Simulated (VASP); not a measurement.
Li2S, 3 atoms in the cell. The structure is cubic, space group Fm-3m (No. 225). The conventional cell has a = 5.837 Å, b = 5.837 Å, c = 5.837 Å, α = 90.00°, β = 90.00°, γ = 90.00°. Li (site symmetry -43m) has 4 S at 2.53 Å and 6 Li at 2.92 Å within 3.3 Å. S (site symmetry m-3m) has 8 Li at 2.53 Å within 3.3 Å. 

| Item | Value |
| --- | --- |
| Program | VASP 6.6.1 |
| Task | single point |
| Functional | PBE |
| Potentials or basis | VASP PAW PBE potentials, release 64 (Li_sv, S) |
| Cutoff | 750 eV |
| k mesh | 6 × 6 × 6 |
| Occupations | methfessel-paxton, width 0.02 eV |
| Spin | no spin polarisation |
| Dipole correction | no |
| Further INCAR settings | ALGO = Normal; EDIFF = 1e-06; NBANDS = 13 |

Potentials or basis: VASP PAW PBE potentials, release 64 (Li_sv, S).

Launch:

```bash
$ cat potpaw_PBE.64/Li_sv/POTCAR potpaw_PBE.64/S/POTCAR > POTCAR
$ mpirun -np 1 vasp_std > vasp.out
```

Hardware: 1 thread of Intel(R) Xeon(R) 6975P-C (Granite Rapids) (shared host).

Question: How long does it take, and how much memory?

Answer: Run time: 18 s on 1 thread of Intel(R) Xeon(R) 6975P-C (Granite Rapids) (shared host), peak memory 0.22 GiB. Counts: scf iterations 12, k points 16.
